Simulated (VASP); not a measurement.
# MnO (F-43m) in VASP: further runs

Runs on MnO. Level: PBE. Tasks: single point.

Program: VASP 6.6.1. These are calculated values, not measurements. Logs are shortened: lines on timing, memory, paths and dates and some standing lists are left out, and cuts for length are marked.

### 1 The cell of the first run

The structure is cubic, space group F-43m (No. 216). Conventional cell: a = 4.762 Å, b = 4.762 Å, c = 4.762 Å, α = 90.00°, β = 90.00°, γ = 90.00°. Mn (site symmetry -43m) has 4 O at 2.06 Å within 2.7 Å. Within 2.7 Å of O (site symmetry -43m) lie 4 Mn at 2.06 Å.

### 2 Single point, PBE, collinear spin, ferromagnetic start

INCAR

```
SYSTEM = MnO
  PREC = Accurate
  ENCUT = 600
  EDIFF = 1E-6
  ISMEAR = -1
  SIGMA = 0.1
  LREAL = .False.
  LASPH = .True.
  NELM = 200
  ALGO = Normal
  ISIF = 2
  LWAVE = .False.
  LCHARG = .False.
  ISPIN = 2
  MAGMOM = 3.9 0
  LORBIT = 11
  LMAXMIX = 4
  GGA = PE
  NBANDS = 20
  GGA_COMPAT = .False.
```

KPOINTS

```
regular mesh
0
Gamma
  7 7 7
  0 0 0
```

POSCAR

```
MnO
1.0
    0.0000000000      2.3809300700      2.3809300700
    2.3809300700      0.0000000000      2.3809300700
    2.3809300700      2.3809300700      0.0000000000
Mn O
1 1
Direct
    0.0000000000      0.0000000000      0.0000000000
    0.2500000000      0.2500000000      0.2500000000
```

Potentials or basis: VASP PAW PBE potentials, release 64 (Mn_pv, O).

Launch:

```console
$ cat potpaw_PBE.64/Mn_pv/POTCAR potpaw_PBE.64/O/POTCAR > POTCAR
$ mpirun -np 1 vasp_std > vasp.out
```

OUTCAR:

```text
SYSTEM = MnO
   PREC = Accurate
   ENCUT = 600
   EDIFF = 1E-6
   ISMEAR = -1
   LREAL = .False.
   LASPH = .True.
   NELM = 200
   ISIF = 2
   ISPIN = 2
   LORBIT = 11
   GGA = PE

 ion  position               nearest neighbor table
   1  0.000  0.000  0.000-   2 2.06   2 2.06   2 2.06   2 2.06
   2  0.250  0.250  0.250-   1 2.06   1 2.06   1 2.06   1 2.06

  LATTYP: Found a face centered cubic cell.
 ALAT       =     4.7618601400

  Lattice vectors:

 A1 = (   0.0000000000,   2.3809300700,   2.3809300700)
 A2 = (   2.3809300700,   0.0000000000,   2.3809300700)
 A3 = (   2.3809300700,   2.3809300700,   0.0000000000)

Analysis of symmetry for initial positions (statically):
=====================================================================
 Subroutine PRICEL returns:
 Original cell was already a primitive cell.

 Routine SETGRP: Setting up the symmetry group for a
 face centered cubic supercell.

 Subroutine GETGRP returns: Found 24 space group operations
 (whereof 24 operations were pure point group operations)
 out of a pool of 48 trial point group operations.

The static configuration has the point symmetry T_d .

Analysis of symmetry for dynamics (positions and initial velocities):
=====================================================================
 Subroutine PRICEL returns:
 Original cell was already a primitive cell.

 Routine SETGRP: Setting up the symmetry group for a
 face centered cubic supercell.

 Subroutine GETGRP returns: Found 24 space group operations
 (whereof 24 operations were pure point group operations)
 out of a pool of 48 trial point group operations.

The dynamic configuration has the point symmetry T_d .

Analysis of structural, dynamic, and magnetic symmetry:
=====================================================================
 Subroutine PRICEL returns:
 Original cell was already a primitive cell.

 Routine SETGRP: Setting up the symmetry group for a
 face centered cubic supercell.

 Subroutine GETGRP returns: Found 24 space group operations
 (whereof 24 operations were pure point group operations)
 out of a pool of 48 trial point group operations.

The overall configuration has the point symmetry T_d .

 Subroutine INISYM returns: Found 24 space group operations
 (whereof 24 operations are pure point group operations),
 and found     1 'primitive' translations

----------------------------------------------------------------------------------------

                                     Primitive cell

  volume of cell :      26.9942

  direct lattice vectors                    reciprocal lattice vectors
     0.000000000  2.380930070  2.380930070    -0.210001968  0.210001968  0.210001968
     2.380930070  0.000000000  2.380930070     0.210001968 -0.210001968  0.210001968
     2.380930070  2.380930070  0.000000000     0.210001968  0.210001968 -0.210001968

  length of vectors
     3.367143596  3.367143596  3.367143596     0.363734078  0.363734078  0.363734078

  position of ions in fractional coordinates (direct lattice)
     0.000000000  0.000000000  0.000000000
     0.250000000  0.250000000  0.250000000

  ion indices of the primitive-cell ions
   primitive index   ion index
                 1           1
                 2           2

----------------------------------------------------------------------------------------

 KPOINTS: regular mesh

Automatic generation of k-mesh.
 Grid dimensions read from file:
 generate k-points for:    7    7    7

 Generating k-lattice:

  Cartesian coordinates                     Fractional coordinates (reciprocal lattice)
    -0.030000281  0.030000281  0.030000281     0.142857143  0.000000000  0.000000000
     0.030000281 -0.030000281  0.030000281     0.000000000  0.142857143  0.000000000
     0.030000281  0.030000281 -0.030000281     0.000000000  0.000000000  0.142857143

  Length of vectors
     0.051962011  0.051962011  0.051962011

  Shift w.r.t. Gamma in fractional coordinates (k-lattice)
     0.000000000  0.000000000  0.000000000

 Subroutine IBZKPT returns following result:
 ===========================================

 Found     20 irreducible k-points:

 Following reciprocal coordinates:
            Coordinates               Weight
  0.000000  0.000000  0.000000      1.000000
  0.142857  0.000000  0.000000      8.000000
  0.285714  0.000000  0.000000      8.000000
  0.428571  0.000000  0.000000      8.000000
  0.142857  0.142857  0.000000      6.000000
  0.285714  0.142857  0.000000     24.000000
[... 12 lines left out ...]
 -0.428571  0.428571  0.142857     24.000000
 -0.285714  0.428571  0.142857     24.000000
   k-points           NKPTS =     20   k-points in BZ     NKDIM =     20   number of bands    NBANDS=     20
   number of dos      NEDOS =    301   number of ions     NIONS =      2
   total plane-waves  NPLWV =  21952
   dimension x,y,z NGX =    28 NGY =   28 NGZ =   28
   dimension x,y,z NGXF=    56 NGYF=   56 NGZF=   56
   ions per type =               1   1
   NGX,Y,Z   is equivalent  to a cutoff of  13.82, 13.82, 13.82 a.u.
   NGXF,Y,Z  is equivalent  to a cutoff of  27.65, 27.65, 27.65 a.u.
 SYSTEM =  MnO
   PREC   = accura    normal or accurate (medium, high low for compatibility)
   ISTART =      0    job   : 0-new  1-cont  2-samecut
   ICHARG =      2    charge: 1-file 2-atom 10-const
   ISPIN  =      2    spin polarized calculation?
   LNONCOLLINEAR =      F non collinear calculations
   LSORBIT =      F    spin-orbit coupling
   LASPH  =      T    aspherical Exc in radial PAW
   ENCUT  =  600.0 eV  44.10 Ry    6.64 a.u.   6.73  6.73  6.73*2*pi/ulx,y,z
   NELM   =    200;   NELMIN=  2; NELMDL= -5     # of ELM steps
   EDIFF  = 0.1E-05   stopping-criterion for ELM
   LREAL  =      F    real-space projection
   EDIFFG = 0.1E-04   stopping-criterion for IOM
   NSW    =      0    number of steps for IOM
   IBRION =     -1    ionic relax: 0-MD 1-quasi-New 2-CG
   NFREE  =      0    steps in history (QN), initial steepest desc. (CG)
   ISIF   =      2    stress and relaxation
   ISYM   =      2    0-nonsym 1-usesym 2-fastsym
   POTIM  = 0.5000    time-step for ionic-motion
   TEBEG  =    0.0;   TEEND  =   0.0 temperature during run
   PSTRESS=    0.0 pullay stress
   NELECT =      19.0000    total number of electrons
   NUPDOWN=      -1.0000    fix difference up-down
   EMIN   =  10.00;   EMAX   =-10.00  energy-range for DOS
   EFERMI =   0.00;   METHOD = LEGACY
   ISMEAR =    -1;   SIGMA  =   0.10  broadening in eV -4-tet -1-fermi 0-gaus
   EFERMI_NEDOS =   21; number of points for ismear=-14 and -15
   IALGO  =     38    algorithm
   IMIX   =      4    mixing-type and parameters
     AMIX     =   0.40;   BMIX     =  1.00
     AMIX_MAG =   1.60;   BMIX_MAG =  1.00
  volume/ion in A,a.u.               =      13.50        91.08
  Fermi-wavevector in a.u.,A,eV,Ry     =   1.456250  2.751914 28.853402  2.120665
  Thomas-Fermi vector in A             =   2.573190
   LORBIT       =     11    0 simple, 1 ext, 2 COOP (PROOUT), +10 PAW based schemes
   GGA     = PE    functional components
   LHFCALC =     F    Hartree Fock is set to
   AEXX    =    0.0000 exact exchange contribution
   IVDW    =     0    specifies the selected vdW correction
   LEPSILON=     F    determine dielectric tensor
   LRPA    =     F    only Hartree local field effects (RPA)
 spin polarized calculation
  energy-cutoff  :      600.00
  volume of cell :       26.99
 maximum number of plane-waves:       914
   NGX = 13   NGY = 13   NGZ = 13

 number of electron      18.9999997 magnetization       4.9366725

 Free energy of the ion-electron system (eV)
  ---------------------------------------------------
  ext. energy  EPLUGINS =         0.00000000
  ---------------------------------------------------
  free energy    TOTEN  =       -16.41505840 eV

  energy without entropy =      -16.39505492  energy(sigma->0) =      -16.40505666

 E-fermi :   5.5530     XC(G=0): -10.5074

 val. band max:        5.5209283952   @ k =   0.0000   0.0000   0.0000
 cond. band min:       5.6323381476   @ k =   0.0000   0.0000   0.0000
 fundamental gap:      0.1114097523
 Fermi energy:         5.5529830706

 spin component 1

 k-point     1 :       0.0000    0.0000    0.0000
  band No.  band energies     occupation
      1     -44.9293      1.00000
      2     -44.9293      1.00000
      3     -44.9293      1.00000
      4     -14.2067      1.00000
      5      -0.5466      1.00000
      6      -0.5466      1.00000
[... 12 lines left out ...]
     19      22.7406      0.00000
     20      22.7751      0.00000

 k-point     2 :       0.1429    0.0000    0.0000
  band No.  band energies     occupation
      1     -44.9350      1.00000
      2     -44.9302      1.00000
      3     -44.9302      1.00000
      4     -14.1202      1.00000
      5      -0.8354      1.00000
      6      -0.4764      1.00000
[... 12 lines left out ...]
     19      22.0884      0.00000
     20      25.8829      0.00000

 k-point     3 :       0.2857    0.0000    0.0000
  band No.  band energies     occupation
      1     -44.9479      1.00000
      2     -44.9321      1.00000
      3     -44.9321      1.00000
      4     -13.9243      1.00000
      5      -1.2068      1.00000
      6      -0.3342      1.00000
[... 12 lines left out ...]
     19      22.3132      0.00000
     20      28.5916      0.00000

 k-point     4 :       0.4286    0.0000    0.0000
  band No.  band energies     occupation
      1     -44.9582      1.00000
      2     -44.9337      1.00000
      3     -44.9337      1.00000
      4     -13.7662      1.00000
      5      -1.3031      1.00000
      6      -0.2427      1.00000
[... 334 lines left out ...]
     19      26.3431      0.00000
     20      27.7244      0.00000

 k-point    19 :      -0.4286    0.4286    0.1429
  band No.  band energies     occupation
      1     -44.9556      1.00000
      2     -44.9432      1.00000
      3     -44.9398      1.00000
      4     -13.6281      1.00000
      5      -1.2481      1.00000
      6      -0.0585      1.00000
[... 12 lines left out ...]
     19      25.9788      0.00000
     20      27.7718      0.00000

 k-point    20 :      -0.2857    0.4286    0.1429
  band No.  band energies     occupation
      1     -44.9529      1.00000
      2     -44.9475      1.00000
      3     -44.9393      1.00000
      4     -13.6157      1.00000
      5      -0.9418      1.00000
      6      -0.3293      1.00000
[... 12 lines left out ...]
     19      26.3459      0.00000
     20      27.0932      0.00000
 Fermi energy:         5.5529830706

 spin component 2

 k-point     1 :       0.0000    0.0000    0.0000
  band No.  band energies     occupation
      1     -40.2323      1.00000
      2     -40.2323      1.00000
      3     -40.2323      1.00000
      4     -13.7728      1.00000
      5       0.7483      1.00000
      6       0.7483      1.00000
[... 12 lines left out ...]
     19      24.3804      0.00000
     20      24.3804      0.00000

 k-point     2 :       0.1429    0.0000    0.0000
  band No.  band energies     occupation
      1     -40.2401      1.00000
      2     -40.2335      1.00000
      3     -40.2335      1.00000
      4     -13.6887      1.00000
      5       0.3556      1.00000
      6       0.7889      1.00000
[... 12 lines left out ...]
     19      23.6216      0.00000
     20      27.0198      0.00000

 k-point     3 :       0.2857    0.0000    0.0000
  band No.  band energies     occupation
      1     -40.2575      1.00000
      2     -40.2360      1.00000
      3     -40.2360      1.00000
      4     -13.4979      1.00000
      5      -0.2292      1.00000
      6       0.8713      1.00000
[... 12 lines left out ...]
     19      23.7331      0.00000
     20      29.9727      0.00000

 k-point     4 :       0.4286    0.0000    0.0000
  band No.  band energies     occupation
      1     -40.2714      1.00000
      2     -40.2381      1.00000
      3     -40.2381      1.00000
      4     -13.3434      1.00000
      5      -0.5309      1.00000
      6       0.9266      1.00000
[... 337 lines left out ...]
 k-point    19 :      -0.4286    0.4286    0.1429
  band No.  band energies     occupation
      1     -40.2681      1.00000
      2     -40.2506      1.00000
      3     -40.2461      1.00000
      4     -13.2072      1.00000
      5      -0.3296      1.00000
      6       0.7410      1.00000
[... 12 lines left out ...]
     19      27.2195      0.00000
     20      28.5674      0.00000

 k-point    20 :      -0.2857    0.4286    0.1429
  band No.  band energies     occupation
      1     -40.2649      1.00000
      2     -40.2558      1.00000
      3     -40.2455      1.00000
      4     -13.1948      1.00000
      5      -0.0284      1.00000
      6       0.3946      1.00000
[... 12 lines left out ...]
     19      27.3232      0.00000
     20      28.0182      0.00000

------------------------ aborting loop because EDIFF is reached ----------------------------------------

  FORCE on cell =-STRESS in cart. coord.  units (eV):
  Direction    XX          YY          ZZ          XY          YZ          ZX
  --------------------------------------------------------------------------------------
  -------------------------------------------------------------------------------------
  Total        0.4034789      0.4034789      0.4034789     -0.0000000     -0.0000000      0.0000000
  in kB       23.9475696     23.9475696     23.9475696     -0.0000000     -0.0000000      0.0000000
  external PRESSURE =      23.9475696 kB  Pullay stress =       0.0000000 kB

 VOLUME and BASIS-vectors are now :
 -----------------------------------------------------------------------------
  energy-cutoff  :      600.00
  volume of cell :       26.99
      direct lattice vectors                 reciprocal lattice vectors
     0.000000000  2.380930070  2.380930070    -0.210001968  0.210001968  0.210001968
     2.380930070  0.000000000  2.380930070     0.210001968 -0.210001968  0.210001968
     2.380930070  2.380930070  0.000000000     0.210001968  0.210001968 -0.210001968

 POSITION                                       TOTAL-FORCE (eV/Angst)
 -----------------------------------------------------------------------------------
      0.00000      0.00000      0.00000         0.000000      0.000000      0.000000
      1.19047      1.19047      1.19047        -0.000000     -0.000000     -0.000000
 -----------------------------------------------------------------------------------
    total drift:                                0.000000      0.000000      0.000000

  FREE ENERGIE OF THE ION-ELECTRON SYSTEM (eV)
  ---------------------------------------------------
  free  energy   TOTEN  =       -16.4150583984 eV

  energy  without entropy=      -16.3950549171  energy(sigma->0) =      -16.40505666

 total charge

# of ion       s       p       d       tot
------------------------------------------
    1        0.236   6.220   4.943  11.400
    2        1.552   3.450   0.000   5.002
--------------------------------------------------
tot          1.788   9.670   4.943  16.401

 magnetization (x)

# of ion       s       p       d       tot
------------------------------------------
    1        0.036   0.059   4.284   4.379
    2        0.019   0.170   0.000   0.189
--------------------------------------------------
tot          0.055   0.228   4.284   4.568
```

It took 15 s on 1 thread of Intel Xeon 6975P-C (Granite Rapids), shared host; peak memory 0.17 GiB.

What came out:

```yaml
Free_energy: -16.4151 eV
Pressure: 2.4 GPa
Net_moment: 4.94 μB per cell
Site_moments: Mn +4.38; O +0.19 μB
Valence_electrons_inside_the_program's_atomic_spheres: Mn 11.40; O 5.00
```

Caveat: a cell with one magnetic atom can't hold antiferromagnetic order, which such compounds often take; semilocal functionals often make such compounds metallic where correlation or magnetic order opens a gap, which also shifts bond lengths. With open d or f shells a metallic result of PBE can be an artefact of self-interaction; +U or a hybrid may open a gap.

(Part 1 of 2 ends here.)
